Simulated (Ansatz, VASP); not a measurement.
SiO2 in VASP and in Ansatz

File INCAR:

```
SYSTEM = SiO2
  PREC = Accurate
  ENCUT = 520
  EDIFF = 1E-7
  ISMEAR = 0
  SIGMA = 0.05
  LREAL = .FALSE.
  LASPH = .TRUE.
  NELM = 60
  ALGO = Normal
  ISIF = 2
  LWAVE = .FALSE.
  LCHARG = .TRUE.
  GGA = PE
  LELF = .TRUE.
  LVHAR = .TRUE.
  NBANDS = 25
```

Contents of KPOINTS:

```
regular mesh
0
G
  6 6 8
  0 0 0
```

The input POSCAR:

```
SiO2
1.0
    4.2358788266      0.0000000000      0.0000000000
    0.0000000000      3.9393673087      0.0000000000
    0.0000000000      0.0000000000      2.6897743046
Si O
2 4
Direct
    0.5000000000      0.5000000000      0.5000000000
    0.0000000000      0.0000000000      0.0000000000
    0.7395870220      0.6464385634      0.0000000000
    0.2395870220      0.8535614366      0.5000000000
    0.2604129780      0.3535614366      0.0000000000
    0.7604129780      0.1464385634      0.5000000000
```

Input for Ansatz:

```yaml
crystal:
  lattice:
    - [4.2358788266, 0.0, 0.0]
    - [0.0, 3.9393673087, 0.0]
    - [0.0, 0.0, 2.6897743046]
  atoms:
    - { symbol: Si, position: [0.5, 0.5, 0.5] }
    - { symbol: Si, position: [0.0, 0.0, 0.0] }
    - { symbol: O, position: [0.739587022, 0.6464385634, 0.0] }
    - { symbol: O, position: [0.239587022, 0.8535614366, 0.5] }
    - { symbol: O, position: [0.260412978, 0.3535614366, 0.0] }
    - { symbol: O, position: [0.760412978, 0.1464385634, 0.5] }
basis:
  ecutwfc: 520.0
kpoints:
  mp_grid: { grid: [6, 6, 8] }
hamiltonian:
  xc: pbe
  pseudopotentials: { kind: paw, azcp: { folder: soft_1 } }
scf:
  occupations: { method: gaussian, width: 0.05 }
output:
  forces: true
  stress: true
  eigenvalues: true
```

Change from the starting cell: mode 4 frozen in at +0.279 Å, normal strain along y -0.0700.

Alike in both runs: task single point; functional PBE; k mesh 6 × 6 × 8; occupations gaussian, width 0.05 eV; no spin polarisation.

|  | VASP | Ansatz |
| --- | --- | --- |
| version | VASP 6.6.1 | Ansatz 0.2.0 |
| potentials or method | VASP PAW PBE potentials, release 64 (Si, O), cutoff 520 eV | scalar-relativistic, plane waves, PAW |
| valence electrons in the cell | 32 | 32 |

```tsv
	VASP	Ansatz	Ansatz less VASP
gap on the k mesh at the Fermi level (eV)	5.74	5.76	+0.026
least direct gap on the mesh (eV)	5.74	5.76	+0.026
pressure (GPa)	17.9	17.6	-0.30
traceless stress, the component that is largest in VASP (GPa)	27.93	28.16	+0.229
rms of the force components (eV/Å)	0.651	0.649	-0.0022
```

Atom by atom the forces differ by 0.005 eV/Å (rms over components).
